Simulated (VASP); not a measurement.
# Re (Fm-3m) in VASP: single point with PBEsol

Aim: the single point of Re with PBEsol.

Everything below comes from runs of VASP 6.6.1. Logs are shortened: lines on timing, memory, paths and dates and some standing lists are left out, and cuts for length are marked.

## Step 1: The cell of the first run

Symmetry: Fm-3m, No. 225, cubic system. The conventional cell has a = 3.879 Å, b = 3.879 Å, c = 3.879 Å, α = 90.00°, β = 90.00°, γ = 90.00°. Within 3.6 Å of Re (site symmetry m-3m) lie 12 Re at 2.74 Å.

This isn't the form of Re at room conditions, which is hcp.

## Step 2: Single point, PBEsol

File INCAR:

```
SYSTEM = Re
ALGO = Normal ; EDIFF = 1E-6
ENCUT = 600 ; GGA = PS
GGA_COMPAT = .FALSE. ; ISIF = 2
ISMEAR = -1 ; LASPH = .TRUE.
LCHARG = .FALSE. ; LREAL = .FALSE.
LWAVE = .FALSE. ; NBANDS = 10
NELM = 120 ; PREC = Accurate
SIGMA = 0.05
```

File KPOINTS:

```
k-points
0
G
  11 11 11
  0 0 0
```

File POSCAR:

```
Re
1.0
    0.0000000000      1.9394456295      1.9394456295
    1.9394456295      0.0000000000      1.9394456295
    1.9394456295      1.9394456295      0.0000000000
Re
1
Direct
    0.0000000000      0.0000000000      0.0000000000
```

Potentials or basis: VASP PAW PBE potentials, release 64 (Re).

Command:

```bash
$ cat potpaw_PBE.64/Re/POTCAR > POTCAR
$ mpirun -np 1 vasp_std > vasp.out
```

OUTCAR:

```text
SYSTEM = Re
   EDIFF = 1E-6
   ENCUT = 600
   GGA = PS
   ISIF = 2
   ISMEAR = -1
   LASPH = .TRUE.
   LREAL = .FALSE.
   NELM = 120
   PREC = Accurate

 ion  position               nearest neighbor table
   1  0.000  0.000  0.000-

  LATTYP: Found a face centered cubic cell.
 ALAT       =     3.8788912590

  Lattice vectors:

 A1 = (   0.0000000000,   1.9394456295,   1.9394456295)
 A2 = (   1.9394456295,   0.0000000000,   1.9394456295)
 A3 = (   1.9394456295,   1.9394456295,   0.0000000000)

Analysis of symmetry for initial positions (statically):
=====================================================================
 Subroutine PRICEL returns:
 Original cell was already a primitive cell.

 Routine SETGRP: Setting up the symmetry group for a
 face centered cubic supercell.

 Subroutine GETGRP returns: Found 48 space group operations
 (whereof 48 operations were pure point group operations)
 out of a pool of 48 trial point group operations.

The static configuration has the point symmetry O_h .

Analysis of symmetry for dynamics (positions and initial velocities):
=====================================================================
 Subroutine PRICEL returns:
 Original cell was already a primitive cell.

 Routine SETGRP: Setting up the symmetry group for a
 face centered cubic supercell.

 Subroutine GETGRP returns: Found 48 space group operations
 (whereof 48 operations were pure point group operations)
 out of a pool of 48 trial point group operations.

The dynamic configuration has the point symmetry O_h .

 Subroutine INISYM returns: Found 48 space group operations
 (whereof 48 operations are pure point group operations),
 and found     1 'primitive' translations

----------------------------------------------------------------------------------------

                                     Primitive cell

  volume of cell :      14.5903

  direct lattice vectors                    reciprocal lattice vectors
     0.000000000  1.939445629  1.939445629    -0.257805629  0.257805629  0.257805629
     1.939445629  0.000000000  1.939445629     0.257805629 -0.257805629  0.257805629
     1.939445629  1.939445629  0.000000000     0.257805629  0.257805629 -0.257805629

  length of vectors
     2.742790313  2.742790313  2.742790313     0.446532448  0.446532448  0.446532448

  position of ions in fractional coordinates (direct lattice)
     0.000000000  0.000000000  0.000000000

  ion indices of the primitive-cell ions
   primitive index   ion index
                 1           1

----------------------------------------------------------------------------------------

 KPOINTS: k-points

Automatic generation of k-mesh.
 Grid dimensions read from file:
 generate k-points for:   11   11   11

 Generating k-lattice:

  Cartesian coordinates                     Fractional coordinates (reciprocal lattice)
    -0.023436875  0.023436875  0.023436875     0.090909091  0.000000000  0.000000000
     0.023436875 -0.023436875  0.023436875     0.000000000  0.090909091  0.000000000
     0.023436875  0.023436875 -0.023436875     0.000000000  0.000000000  0.090909091

  Length of vectors
     0.040593859  0.040593859  0.040593859

  Shift w.r.t. Gamma in fractional coordinates (k-lattice)
     0.000000000  0.000000000  0.000000000

 Subroutine IBZKPT returns following result:
 ===========================================

 Found     56 irreducible k-points:

 Following reciprocal coordinates:
            Coordinates               Weight
  0.000000  0.000000  0.000000      1.000000
  0.090909  0.000000  0.000000      8.000000
  0.181818  0.000000  0.000000      8.000000
  0.272727  0.000000  0.000000      8.000000
  0.363636  0.000000  0.000000      8.000000
  0.454545  0.000000  0.000000      8.000000
[... 16 lines left out ...]
 -0.272727  0.181818  0.000000     24.000000
 -0.181818  0.181818  0.000000     12.000000
 [... further k-points ...]
   k-points           NKPTS =     56   k-points in BZ     NKDIM =     56   number of bands    NBANDS=     10
   number of dos      NEDOS =    301   number of ions     NIONS =      1
   total plane-waves  NPLWV =  13824
   dimension x,y,z NGX =    24 NGY =   24 NGZ =   24
   dimension x,y,z NGXF=    48 NGYF=   48 NGZF=   48
   ions per type =               1
   NGX,Y,Z   is equivalent  to a cutoff of  14.55, 14.55, 14.55 a.u.
   NGXF,Y,Z  is equivalent  to a cutoff of  29.09, 29.09, 29.09 a.u.
 SYSTEM =  Re
   PREC   = accura    normal or accurate (medium, high low for compatibility)
   ISTART =      0    job   : 0-new  1-cont  2-samecut
   ICHARG =      2    charge: 1-file 2-atom 10-const
   ISPIN  =      1    spin polarized calculation?
   LNONCOLLINEAR =      F non collinear calculations
   LSORBIT =      F    spin-orbit coupling
   LASPH  =      T    aspherical Exc in radial PAW
   ENCUT  =  600.0 eV  44.10 Ry    6.64 a.u.   5.48  5.48  5.48*2*pi/ulx,y,z
   NELM   =    120;   NELMIN=  2; NELMDL= -5     # of ELM steps
   EDIFF  = 0.1E-05   stopping-criterion for ELM
   LREAL  =      F    real-space projection
   EDIFFG = 0.1E-04   stopping-criterion for IOM
   NSW    =      0    number of steps for IOM
   IBRION =     -1    ionic relax: 0-MD 1-quasi-New 2-CG
   NFREE  =      0    steps in history (QN), initial steepest desc. (CG)
   ISIF   =      2    stress and relaxation
   ISYM   =      2    0-nonsym 1-usesym 2-fastsym
   POTIM  = 0.5000    time-step for ionic-motion
   TEBEG  =    0.0;   TEEND  =   0.0 temperature during run
   PSTRESS=    0.0 pullay stress
   NELECT =       7.0000    total number of electrons
   NUPDOWN=      -1.0000    fix difference up-down
   EMIN   =  10.00;   EMAX   =-10.00  energy-range for DOS
   EFERMI =   0.00;   METHOD = LEGACY
   ISMEAR =    -1;   SIGMA  =   0.05  broadening in eV -4-tet -1-fermi 0-gaus
   EFERMI_NEDOS =   21; number of points for ismear=-14 and -15
   IALGO  =     38    algorithm
   IMIX   =      4    mixing-type and parameters
     AMIX     =   0.40;   BMIX     =  1.00
     AMIX_MAG =   1.60;   BMIX_MAG =  1.00
  volume/ion in A,a.u.               =      14.59        98.46
  Fermi-wavevector in a.u.,A,eV,Ry     =   1.281602  2.421877 22.347626  1.642504
  Thomas-Fermi vector in A             =   2.413962
   LORBIT       =      0    0 simple, 1 ext, 2 COOP (PROOUT), +10 PAW based schemes
   GGA     = PS    functional components
   LHFCALC =     F    Hartree Fock is set to
   AEXX    =    0.0000 exact exchange contribution
   IVDW    =     0    specifies the selected vdW correction
   LEPSILON=     F    determine dielectric tensor
   LRPA    =     F    only Hartree local field effects (RPA)
 non-spin polarized calculation
  energy-cutoff  :      600.00
  volume of cell :       14.59
 maximum number of plane-waves:       531
 NGX is ok and might be reduce to    24
   NGX = 11   NGY = 11   NGZ = 11

 number of electron       7.0000000 magnetization

 Free energy of the ion-electron system (eV)
  ---------------------------------------------------
  ext. energy  EPLUGINS =         0.00000000
  ---------------------------------------------------
  free energy    TOTEN  =       -13.30837189 eV

  energy without entropy =      -13.30123475  energy(sigma->0) =      -13.30480332

 E-fermi :   8.0983     XC(G=0): -13.8650

 val. band max:        8.0456674892   @ k =   0.4545   0.0000   0.0000
 cond. band min:       8.1202144015   @ k =   0.2727   0.1818   0.0909
 fundamental gap:      0.0745469123
 Fermi energy:         8.0983043861

 k-point     1 :       0.0000    0.0000    0.0000
  band No.  band energies     occupation
      1      -2.1333      2.00000
      2       6.1535      2.00000
      3       6.1535      2.00000
      4       6.1535      2.00000
      5       9.3857      0.00000
      6       9.3857      0.00000
      7      22.0496      0.00000
      8      27.7310      0.00000
      9      27.7310      0.00000
     10      27.7310      0.00000

 k-point     2 :       0.0909    0.0000    0.0000
  band No.  band energies     occupation
      1      -1.7490      2.00000
      2       5.9000      2.00000
      3       6.3287      2.00000
      4       6.3287      2.00000
      5       9.2492      0.00000
      6       9.2492      0.00000
      7      22.7857      0.00000
      8      26.1031      0.00000
      9      28.4370      0.00000
     10      28.4370      0.00000

 k-point     3 :       0.1818    0.0000    0.0000
  band No.  band energies     occupation
      1      -0.7231      2.00000
      2       5.4202      2.00000
      3       6.6378      2.00000
      4       6.6378      2.00000
      5       9.1547      0.00000
      6       9.1547      0.00000
      7      23.4309      0.00000
      8      25.0078      0.00000
      9      30.3890      0.00000
     10      30.3890      0.00000

 k-point     4 :       0.2727    0.0000    0.0000
  band No.  band energies     occupation
      1       0.4585      2.00000
      2       5.4063      2.00000
      3       6.5654      2.00000
      4       6.5654      2.00000
      5       9.7629      0.00000
      6       9.7629      0.00000
      7      21.6063      0.00000
      8      25.8151      0.00000
      9      32.5282      0.00000
     10      33.0108      0.00000
[... 222 lines left out ...]
 k-point    22 :      -0.3636    0.1818    0.0000
  band No.  band energies     occupation
      1       2.4163      2.00000
      2       4.8833      2.00000
      3       6.1416      2.00000
      4       7.0600      2.00000
      5      10.6170      0.00000
      6      14.1558      0.00000
      7      18.9606      0.00000
      8      24.3701      0.00000
      9      26.0690      0.00000
     10      30.0286      0.00000

 k-point    23 :      -0.2727    0.1818    0.0000
  band No.  band energies     occupation
      1       2.2585      2.00000
      2       4.9613      2.00000
      3       5.4497      2.00000
      4       7.2896      2.00000
      5       9.1197      0.00000
      6      13.0869      0.00000
      7      21.4447      0.00000
      8      25.4308      0.00000
      9      26.5804      0.00000
     10      30.7234      0.00000

 k-point    24 :      -0.1818    0.1818    0.0000
  band No.  band energies     occupation
      1       1.2303      2.00000
      2       4.6694      2.00000
      3       6.1606      2.00000
      4       7.7699      1.99720
      5       7.8300      1.99070
      6      11.5317      0.00000
      7      23.1206      0.00000
      8      27.1375      0.00000
      9      28.1070      0.00000
     10      28.4589      0.00000

 [... further k-points ...]
[... 5 lines left out ...]
  --------------------------------------------------------------------------------------
  -------------------------------------------------------------------------------------
  Total        0.0124129      0.0124129      0.0124129      0.0000000     -0.0000000      0.0000000
  in kB        1.3630819      1.3630819      1.3630819      0.0000000     -0.0000000      0.0000000
  external PRESSURE =       1.3630819 kB  Pullay stress =       0.0000000 kB

 VOLUME and BASIS-vectors are now :
 -----------------------------------------------------------------------------
  energy-cutoff  :      600.00
  volume of cell :       14.59
      direct lattice vectors                 reciprocal lattice vectors
     0.000000000  1.939445629  1.939445629    -0.257805629  0.257805629  0.257805629
     1.939445629  0.000000000  1.939445629     0.257805629 -0.257805629  0.257805629
     1.939445629  1.939445629  0.000000000     0.257805629  0.257805629 -0.257805629

 POSITION                                       TOTAL-FORCE (eV/Angst)
 -----------------------------------------------------------------------------------
      0.00000      0.00000      0.00000         0.000000      0.000000      0.000000
 -----------------------------------------------------------------------------------
    total drift:                               -0.000000     -0.000000     -0.000000

  FREE ENERGIE OF THE ION-ELECTRON SYSTEM (eV)
  ---------------------------------------------------
  free  energy   TOTEN  =       -13.3083718917 eV

  energy  without entropy=      -13.3012347472  energy(sigma->0) =      -13.30480332
```

It took 9.4 s on 1 thread of AMD EPYC 7R13 (Zen 3), shared host; peak memory 0.11 GiB.

Results:

```
Free energy            : -13.3084 eV
Pressure               : 0.1 GPa
Band gap on the k mesh : zero (an odd number of electrons rules out a gap without spin polarisation)
```

Caveat: the PAW data sets were made with another functional, which shifts forces and pressure a little; spin-orbit coupling is left out, which moves the levels of the heavy elements.
